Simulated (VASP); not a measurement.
# Yb (Fm-3m) in VASP: a series of runs, part 2 of 3

VASP 6.6.1.

### Step 3. Single point, BLYP (32.83 Å³/atom)

This run uses another cell than the first one, of 32.83 Å³/atom.

Input file INCAR:

```
PREC = Accurate ; ENCUT = 520
EDIFF = 1E-6 ; ISMEAR = -1
SIGMA = 0.1 ; LREAL = F
LASPH = T ; NELM = 100
ALGO = Normal ; ISIF = 2
LWAVE = F ; LCHARG = F
GGA = B5 ; ALDAX = 1.0
AGGAX = 1.0 ; AGGAC = 1.0
ALDAC = 0.0 ; NBANDS = 18
```

Input file KPOINTS:

```
regular mesh
0
Gamma
  17 17 17
```

Input file POSCAR:

```
Yb
1.0
    0.0000000000      2.5414180104      2.5414180104
    2.5414180104      0.0000000000      2.5414180104
    2.5414180104      2.5414180104      0.0000000000
Yb
1
Direct
    0.0000000000      0.0000000000      0.0000000000
```

Potentials or basis: VASP PAW PBE potentials, release 64 (Yb).

Command:

```console
> cat potpaw_PBE.64/Yb/POTCAR > POTCAR
> mpirun -np 1 vasp_std > vasp.out
```

OUTCAR:

```text
PREC = Accurate
   ENCUT = 520
   EDIFF = 1E-6
   ISMEAR = -1
   LREAL = F
   LASPH = T
   NELM = 100
   ISIF = 2
   GGA = B5

 ion  position               nearest neighbor table
   1  0.000  0.000  0.000-

  LATTYP: Found a face centered cubic cell.
 ALAT       =     5.0828360208

  Lattice vectors:

 A1 = (   0.0000000000,   2.5414180104,   2.5414180104)
 A2 = (   2.5414180104,   0.0000000000,   2.5414180104)
 A3 = (   2.5414180104,   2.5414180104,   0.0000000000)

Analysis of symmetry for initial positions (statically):
=====================================================================
 Subroutine PRICEL returns:
 Original cell was already a primitive cell.

 Routine SETGRP: Setting up the symmetry group for a
 face centered cubic supercell.

 Subroutine GETGRP returns: Found 48 space group operations
 (whereof 48 operations were pure point group operations)
 out of a pool of 48 trial point group operations.

The static configuration has the point symmetry O_h .

Analysis of symmetry for dynamics (positions and initial velocities):
=====================================================================
[... 152 lines left out ...]

  energy without entropy =       -2.67170428  energy(sigma->0) =       -2.71169036

 E-fermi :   2.3833     XC(G=0):  -9.3944

 val. band max:        2.3773635964   @ k =  -0.3529   0.3529   0.0588
 cond. band min:       2.3853869500   @ k =  -0.4118   0.2941   0.0000
 fundamental gap:      0.0080233536
 Fermi energy:         2.3833210111

 k-point     1 :       0.0000    0.0000    0.0000
  band No.  band energies     occupation
      1     -49.1665      2.00000
      2     -21.4908      2.00000
      3     -21.4908      2.00000
      4     -21.4908      2.00000
      5      -2.9094      2.00000
      6       1.7110      1.99760
[... 481 lines left out ...]
      5      -2.3594      2.00000
      6       1.7168      1.99745
[... 10 lines left out ...]
     17       7.3734      0.00000
     18      13.4856      0.00000

 [... further k-points ...]

------------------------ aborting loop because EDIFF is reached ----------------------------------------

  FORCE on cell =-STRESS in cart. coord.  units (eV):
  Direction    XX          YY          ZZ          XY          YZ          ZX
  --------------------------------------------------------------------------------------
  -------------------------------------------------------------------------------------
  Total        0.4996199      0.4996199      0.4996199      0.0000000      0.0000000     -0.0000000
  in kB       24.3832725     24.3832725     24.3832725      0.0000000      0.0000000     -0.0000000
  external PRESSURE =      24.3832725 kB  Pullay stress =       0.0000000 kB

 VOLUME and BASIS-vectors are now :
 -----------------------------------------------------------------------------
  energy-cutoff  :      520.00
  volume of cell :       32.83
      direct lattice vectors                 reciprocal lattice vectors
     0.000000000  2.541418010  2.541418010    -0.196740559  0.196740559  0.196740559
     2.541418010  0.000000000  2.541418010     0.196740559 -0.196740559  0.196740559
     2.541418010  2.541418010  0.000000000     0.196740559  0.196740559 -0.196740559

 POSITION                                       TOTAL-FORCE (eV/Angst)
 -----------------------------------------------------------------------------------
      0.00000      0.00000      0.00000         0.000000      0.000000      0.000000
 -----------------------------------------------------------------------------------
    total drift:                               -0.000000     -0.000000     -0.000000

  FREE ENERGIE OF THE ION-ELECTRON SYSTEM (eV)
  ---------------------------------------------------
  free  energy   TOTEN  =        -2.7516764398 eV

  energy  without entropy=       -2.6717042819  energy(sigma->0) =       -2.71169036
```

OSZICAR:

```text
N       E                     dE             d eps       ncg     rms          rms(c)
DAV:   1     0.116524801466E+03    0.11652E+03   -0.86665E+03  7470   0.906E+03
DAV:   2     0.130750280858E+02   -0.10345E+03   -0.10017E+03  7496   0.560E+02
DAV:   3    -0.284038845989E+00   -0.13359E+02   -0.13188E+02  8792   0.119E+02
DAV:   4    -0.265974652960E+01   -0.23757E+01   -0.23633E+01 11698   0.373E+01
DAV:   5    -0.277880545732E+01   -0.11906E+00   -0.11889E+00 10284   0.108E+01    0.168E+01
DAV:   6    -0.319922965357E+01   -0.42042E+00   -0.26289E+00  7818   0.386E+01    0.291E+01
DAV:   7    -0.486307564807E+01   -0.16638E+01   -0.21283E+00  8068   0.410E+01    0.554E+01
DAV:   8    -0.273950061052E+01    0.21236E+01   -0.26551E+00  6588   0.782E+01    0.954E+00
DAV:   9    -0.278307677357E+01   -0.43576E-01   -0.11604E-01 10440   0.723E+00    0.861E+00
DAV:  10    -0.275157351673E+01    0.31503E-01   -0.69376E-02  8924   0.850E+00    0.275E+00
DAV:  11    -0.275321541434E+01   -0.16419E-02   -0.34545E-03 10840   0.120E+00    0.269E+00
DAV:  12    -0.275164246576E+01    0.15729E-02   -0.46362E-03  8884   0.222E+00    0.444E-01
DAV:  13    -0.275166706227E+01   -0.24597E-04   -0.13983E-04  9256   0.127E-01    0.268E-01
DAV:  14    -0.275171596081E+01   -0.48899E-04   -0.73866E-05 10086   0.262E-01    0.192E-01
DAV:  15    -0.275169747241E+01    0.18488E-04   -0.18900E-05 10466   0.110E-01    0.117E-01
DAV:  16    -0.275168103046E+01    0.16442E-04   -0.18828E-05  9318   0.135E-01    0.551E-02
DAV:  17    -0.275167729694E+01    0.37335E-05   -0.50094E-06  6206   0.707E-02    0.223E-02
DAV:  18    -0.275167643982E+01    0.85712E-06   -0.24260E-06  4836   0.508E-02
   1 F= -.27516764E+01 E0= -.27116904E+01  d E =-.799722E-01
```

stdout:

```text
POSCAR found type information on POSCAR Yb
 POSCAR found :  1 types and       1 ions
 scaLAPACK will be used
 -----------------------------------------------------------------------------
|                                                                             |
|                                                                             |
|     You enforced a specific xc type in the INCAR file but a different       |
|     I HOPE YOU KNOW WHAT YOU ARE DOING!                                     |
|                                                                             |
 -----------------------------------------------------------------------------

 LDA part: xc-table for (Slater(with rela. corr.)+VWN5), standard interpolation
 POSCAR, INCAR and KPOINTS ok, starting setup
 FFT: planning ... GRIDC
 FFT: planning ... GRID_SOFT
 FFT: planning ... GRID
 WAVECAR not read
 entering main loop
```

It took 79 s on 1 thread of Intel Xeon 6975P-C (Granite Rapids), shared host; peak memory 0.25 GiB.

Results:

| Quantity | Value |
| --- | --- |
| Free energy | -2.7517 eV |
| Pressure | 2.4 GPa |
| Band gap on the k mesh | zero (bands 12 and 13 overlap by 0.06 eV) |

Caveat: the PAW data sets were made with another functional, which shifts forces and pressure a little; spin-orbit coupling is left out, which moves the levels of the heavy elements. Spin polarisation is off, so any magnetic state and its effect on volume and gap are missing.

### Step 4. Single point, BLYP (34.32 Å³/atom)

This run uses another cell than the first one, of 34.32 Å³/atom.

Input file INCAR:

```
  AGGAC = 1.0
  AGGAX = 1.0
  ALDAC = 0.0
  ALDAX = 1.0
  ALGO = Normal
  EDIFF = 1E-6
  ENCUT = 520
  GGA = B5
  ISIF = 2
  ISMEAR = -1
  LASPH = T
  LCHARG = T
  LELF = T
  LREAL = F
  LVHAR = T
  LWAVE = F
  NBANDS = 18
  NELM = 60
  PREC = Accurate
  SIGMA = 0.1
```

Input file KPOINTS:

```
k-points
0
Gamma
  17 17 17
```

Input file POSCAR:

```
Yb
1.0
    0.0000000000      2.5793552156      2.5793552156
    2.5793552156      0.0000000000      2.5793552156
    2.5793552156      2.5793552156      0.0000000000
Yb
1
Direct
    0.0000000000      0.0000000000      0.0000000000
```

Potentials or basis: VASP PAW PBE potentials, release 64 (Yb).

Command:

```console
> cat potpaw_PBE.64/Yb/POTCAR > POTCAR
> mpirun -np 1 vasp_std > vasp.out
```

OUTCAR:

```text
EDIFF = 1E-6
   ENCUT = 520
   GGA = B5
   ISIF = 2
   ISMEAR = -1
   LASPH = T
   LREAL = F
   NELM = 60
   PREC = Accurate

 ion  position               nearest neighbor table
   1  0.000  0.000  0.000-

  LATTYP: Found a face centered cubic cell.
 ALAT       =     5.1587104312

  Lattice vectors:

 A1 = (   0.0000000000,   2.5793552156,   2.5793552156)
 A2 = (   2.5793552156,   0.0000000000,   2.5793552156)
 A3 = (   2.5793552156,   2.5793552156,   0.0000000000)

[... 680 lines left out ...]
     18      13.2072      0.00000

 [... further k-points ...]

------------------------ aborting loop because EDIFF is reached ----------------------------------------

  FORCE on cell =-STRESS in cart. coord.  units (eV):
  Direction    XX          YY          ZZ          XY          YZ          ZX
  --------------------------------------------------------------------------------------
  -------------------------------------------------------------------------------------
  Total        0.4618022      0.4618022      0.4618022     -0.0000000      0.0000000     -0.0000000
  in kB       21.5577368     21.5577368     21.5577368     -0.0000000      0.0000000     -0.0000000
  external PRESSURE =      21.5577368 kB  Pullay stress =       0.0000000 kB

 VOLUME and BASIS-vectors are now :
 -----------------------------------------------------------------------------
  energy-cutoff  :      520.00
  volume of cell :       34.32
      direct lattice vectors                 reciprocal lattice vectors
     0.000000000  2.579355216  2.579355216    -0.193846895  0.193846895  0.193846895
     2.579355216  0.000000000  2.579355216     0.193846895 -0.193846895  0.193846895
     2.579355216  2.579355216  0.000000000     0.193846895  0.193846895 -0.193846895

 POSITION                                       TOTAL-FORCE (eV/Angst)
 -----------------------------------------------------------------------------------
      0.00000      0.00000      0.00000         0.000000     -0.000000     -0.000000
 -----------------------------------------------------------------------------------
    total drift:                               -0.000000     -0.000000     -0.000000

  FREE ENERGIE OF THE ION-ELECTRON SYSTEM (eV)
  ---------------------------------------------------
  free  energy   TOTEN  =        -2.7708423978 eV

  energy  without entropy=       -2.6896818371  energy(sigma->0) =       -2.73026212
```

OSZICAR:

```text
N       E                     dE             d eps       ncg     rms          rms(c)
DAV:   1     0.117707280775E+03    0.11771E+03   -0.86338E+03  7452   0.900E+03
DAV:   2     0.133184000044E+02   -0.10439E+03   -0.10100E+03  7486   0.548E+02
DAV:   3    -0.332258189323E+00   -0.13651E+02   -0.13478E+02  8758   0.118E+02
DAV:   4    -0.269761727857E+01   -0.23654E+01   -0.23540E+01 11710   0.368E+01
DAV:   5    -0.281627074858E+01   -0.11865E+00   -0.11850E+00 10138   0.106E+01    0.158E+01
DAV:   6    -0.356428412094E+01   -0.74801E+00   -0.54572E+00  7410   0.503E+01    0.356E+01
DAV:   7    -0.536555349639E+01   -0.18013E+01   -0.15303E+00  9256   0.382E+01    0.613E+01
DAV:   8    -0.306844455288E+01    0.22971E+01   -0.15631E+00  6732   0.578E+01    0.280E+01
DAV:   9    -0.282662176987E+01    0.24182E+00   -0.41052E-01 10572   0.191E+01    0.147E+01
DAV:  10    -0.277125837138E+01    0.55363E-01   -0.11502E-01  9306   0.118E+01    0.788E+00
DAV:  11    -0.277090895191E+01    0.34942E-03   -0.84449E-03 10782   0.201E+00    0.519E+00
DAV:  12    -0.277084453874E+01    0.64413E-04   -0.32452E-03 10126   0.178E+00    0.121E+00
DAV:  13    -0.277084394138E+01    0.59737E-06   -0.41019E-04 10548   0.447E-01    0.117E+00
DAV:  14    -0.277094010420E+01   -0.96163E-04   -0.19013E-04  9038   0.397E-01    0.239E-01
DAV:  15    -0.277085745413E+01    0.82650E-04   -0.10831E-04  9438   0.320E-01    0.939E-02
DAV:  16    -0.277084565059E+01    0.11804E-04   -0.15830E-05 11156   0.102E-01    0.806E-02
DAV:  17    -0.277084298180E+01    0.26688E-05   -0.41009E-06  5934   0.576E-02    0.329E-02
DAV:  18    -0.277084239782E+01    0.58398E-06   -0.22025E-06  5754   0.403E-02
   1 F= -.27708424E+01 E0= -.27302621E+01  d E =-.811606E-01
```

stdout:

```text
POSCAR found type information on POSCAR Yb
 POSCAR found :  1 types and       1 ions
 scaLAPACK will be used
 -----------------------------------------------------------------------------
|                                                                             |
|                                                                             |
|     You enforced a specific xc type in the INCAR file but a different       |
|     I HOPE YOU KNOW WHAT YOU ARE DOING!                                     |
|                                                                             |
 -----------------------------------------------------------------------------

 LDA part: xc-table for (Slater(with rela. corr.)+VWN5), standard interpolation
 POSCAR, INCAR and KPOINTS ok, starting setup
 FFT: planning ... GRIDC
 FFT: planning ... GRID_SOFT
 FFT: planning ... GRID
 WAVECAR not read
 entering main loop
```

Wall time 83 s (1 thread of Intel Xeon 6975P-C (Granite Rapids), shared host); peak memory 0.25 GiB.

Results:

```
Free energy            : -2.7708 eV
Pressure               : 2.2 GPa
Band gap on the k mesh : zero (filled and empty bands overlap)
```

Caveat: the PAW data sets were made with another functional, which shifts forces and pressure a little; spin-orbit coupling is left out, which moves the levels of the heavy elements. Spin polarisation is off, so any magnetic state and its effect on volume and gap are missing.

[end of part 2 of 3]

The gap in the log of VASP goes by the Fermi energy; the results here count the filled bands.